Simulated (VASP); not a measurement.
A run of VASP 6.6.1 is set up as follows.

Contents of INCAR:

```
SYSTEM = BeTe
PREC = Accurate
ENCUT = 600
EDIFF = 1E-7
ISMEAR = -1
SIGMA = 0.02
LREAL = .False.
LASPH = .True.
NELM = 120
ALGO = Normal
ISIF = 8
LWAVE = .False.
LCHARG = .False.
GGA = PE
IBRION = 2
NSW = 60
EDIFFG = -0.01
GGA_COMPAT = .False.
NELMIN = 4
```

Contents of KPOINTS:

```
Automatic mesh
0
Gamma
  5 5 5
  0 0 0
```

Contents of POSCAR:

```
BeTe
1.0
    0.0000000000      2.7700000000      2.7700000000
    2.7700000000      0.0000000000      2.7700000000
    2.7700000000      2.7700000000      0.0000000000
Be Te
1 1
Direct
    0.0000000000      0.0000000000      0.0000000000
    0.2500000000      0.2500000000      0.2500000000
```

Potentials or basis: VASP PAW PBE potentials, release 64 (Be, Te).

Run with:

```console
$ cat potpaw_PBE.64/Be/POTCAR potpaw_PBE.64/Te/POTCAR > POTCAR
$ mpirun -np 1 vasp_std > vasp.out
```

(1) What does it give for the relaxed cell?

(2) Predict the band gap on the k mesh.

## Answers

(1) a = 4.011 Å, b = 4.011 Å, c = 4.011 Å, α = 60.00°, β = 60.00°, γ = 60.00°.

(2) 2.12 eV (least direct gap 3.62 eV).

Caveat: spin-orbit coupling is left out, which moves the levels of the heavy elements; an odd mesh through Γ misses points on the zone boundary, where band edges can lie.
